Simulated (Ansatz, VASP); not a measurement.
HfSbH5: VASP beside Ansatz

Contents of INCAR:

```
SYSTEM = HfSbH5
ALGO = Normal ; EDIFF = 1E-6
EDIFFG = -0.01 ; ENCUT = 600
GGA = PE ; IBRION = 2
ISIF = 3 ; ISMEAR = 0
LASPH = .TRUE. ; LCHARG = .FALSE.
LREAL = .FALSE. ; LWAVE = .FALSE.
NELM = 60 ; NSW = 100
PREC = Accurate ; SIGMA = 0.1
```

Contents of KPOINTS:

```
k-points
0
G
  12 12 12
  0 0 0
```

File POSCAR:

```
HfSbH5
1.0
    2.5120240103      1.4503177386      2.9993919637
   -2.5120240103      1.4503177386      2.9993919637
    0.0000000000     -2.9006354771      2.9993919637
Hf Sb H
1 1 5
Direct
    0.0000000000      0.0000000000      0.0000000000
    0.5000000000      0.5000000000      0.5000000000
    0.7870829260      0.7870829260      0.7870829260
    0.2129170740      0.2129170740      0.2129170740
    0.0000000000      0.0000000000      0.5000000000
    0.5000000000      0.0000000000      0.0000000000
    0.0000000000      0.5000000000      0.0000000000
```

Input for Ansatz:

```yaml
crystal:
  lattice:
    - [2.5120240103, 1.4503177386, 2.9993919637]
    - [-2.5120240103, 1.4503177386, 2.9993919637]
    - [0.0, -2.9006354771, 2.9993919637]
  atoms:
    - { symbol: Hf, position: [0.0, 0.0, 0.0] }
    - { symbol: Sb, position: [0.5, 0.5, 0.5] }
    - { symbol: H, position: [0.787082926, 0.787082926, 0.787082926] }
    - { symbol: H, position: [0.212917074, 0.212917074, 0.212917074] }
    - { symbol: H, position: [0.0, 0.0, 0.5] }
    - { symbol: H, position: [0.5, 0.0, 0.0] }
    - { symbol: H, position: [0.0, 0.5, 0.0] }
basis:
  ecutwfc: 420
kpoints:
  mp_grid: { grid: [12, 12, 12] }
hamiltonian:
  xc: pbe
scf:
  occupations: { method: gaussian, width: 0.1 }
output:
  forces: true
  stress: true
  eigenvalues: true
relax:
  adjacent_minimum: "off"
  f_tol: 0.01
  max_steps: 80
  cell: { stress_tol: 0.05 }
```

Alike in both runs: task relaxation of cell and atoms; functional PBE; k mesh 12 × 12 × 12; occupations gaussian, width 0.1 eV; no spin polarisation.

```csv
,VASP,Ansatz
version,VASP 6.6.1,Ansatz 0.2.0
potentials or method,"VASP PAW PBE potentials, release 64 (Hf_pv, Sb, H), cutoff 600 eV","scalar-relativistic, plane waves, PAW"
valence electrons in the cell,20,46
```

|  | VASP | Ansatz | Ansatz less VASP |
| --- | --- | --- | --- |
| gap on the k mesh at the Fermi level, each at its own relaxed structure (eV) | none | none | - |
| relaxed volume (Å³/atom) | 9.26 | 9.29 | +0.036 |
| relaxed cell length with the largest relative difference (Å) | 4.142 | 4.148 | +0.0067 |

A gap of «none» marks a metal or a gap that the smearing closes. VASP's potentials hold 20 valence electrons a cell and Ansatz's 46, so a difference there can come from the potentials and not from the codes.

Spin-orbit coupling is off throughout.
